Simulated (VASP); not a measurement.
Ti2H7:

```
Ti H
1.0
     0.00000    2.98378    2.98378
     2.98378    0.00000    2.98378
     2.98378    2.98378    0.00000
Ti H
2 7
Direct
  0.25000 0.25000 0.25000
  0.75000 0.75000 0.75000
  0.24732 0.75268 0.75268
  0.75268 0.24732 0.24732
  0.75268 0.24732 0.75268
  0.24732 0.75268 0.24732
  0.75268 0.75268 0.24732
  0.24732 0.24732 0.75268
  0.50000 0.50000 0.50000
```

```yaml
Program: VASP 6.6.1
Task: relaxation of cell and atoms
Functional: PBE
Potentials_or_basis: VASP PAW PBE potentials, release 64 (Ti_sv, H)
Cutoff: 600 eV
k_mesh: 6 × 6 × 6
Occupations: gaussian, width 0.1 eV
Spin: no spin polarisation
```

At the start: pressure -7.5 GPa; volume 5.90 Å³/atom.

Q: How do energy, volume and symmetry change on relaxing?

A: Over 6 steps the energy falls by 10.3 meV/atom and the volume is 5.53 Å³/atom (-6.3 %); space group Fm-3m (No. 225, to 0.05 Å).

The path:
```tsv
step	energy change (eV)	largest force (eV/Å)	pressure (GPa)	volume (Å³)
1	0.0000	0.0990	-7.54	53.13
2	-0.0721	0.1060	-2.83	51.02
3	-0.0836	0.1099	0.11	49.89
4	-0.0836	0.1101	0.29	49.83
5	-0.0872	0.0856	0.23	49.82
6	-0.0927	0.0157	0.08	49.79
```

Final structure:
```
CELL_PARAMETERS angstrom
0.00000 2.91998 2.91998
2.91998 0.00000 2.91998
2.91998 2.91998 0.00000
ATOMIC_POSITIONS crystal
Ti 0.25000 0.25000 0.25000
Ti 0.75000 0.75000 0.75000
H 0.24185 0.75815 0.75815
H 0.75815 0.24185 0.24185
H 0.75815 0.24185 0.75815
H 0.24185 0.75815 0.24185
H 0.75815 0.75815 0.24185
H 0.24185 0.24185 0.75815
H 0.50000 0.50000 0.50000
```
